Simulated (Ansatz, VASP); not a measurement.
## LiF in VASP and in Ansatz

```
Li F
1.0
     3.30582    0.00000    0.00000
    -1.65291    2.86292    0.00000
     0.00000    0.00000    4.61503
Li F
2 2
Direct
  0.33333 0.66667 0.38115
  0.66667 0.33333 0.88115
  0.33333 0.66667 0.99384
  0.66667 0.33333 0.49384
```

Change from the starting cell: strain +0.080 along x and y, -0.040 along z, atoms carried along.

Alike in both runs: task single point; functional PBEsol; k mesh 9 × 9 × 6; occupations gaussian, width 0.05 eV; no spin polarisation.

```csv
,VASP,Ansatz
version,VASP 6.6.1,Ansatz 0.2.0
potentials or method,"VASP PAW PBE potentials, release 64 (Li_sv, F), cutoff 520 eV","scalar-relativistic, plane waves, PAW"
valence electrons in the cell,20,20
```

VASP gave:

| Item | Value |
| --- | --- |
| gap on the k mesh at the Fermi level (eV) | 7.09 |
| least direct gap on the mesh (eV) | 7.09 |
| rms of the force components (eV/Å) | 0.252 |

**Question.** What did Ansatz give for the same quantities?

**Answer.** gap on the k mesh at the Fermi level (eV): 7.10; least direct gap on the mesh (eV): 7.10; rms of the force components (eV/Å): 0.234.

VASP's potentials were made for PBE, not for PBEsol. Atom by atom the forces differ by 0.018 eV/Å (rms over components).

Noted on VASP's run: the cutoff is short for stress, so the pressure is rough.
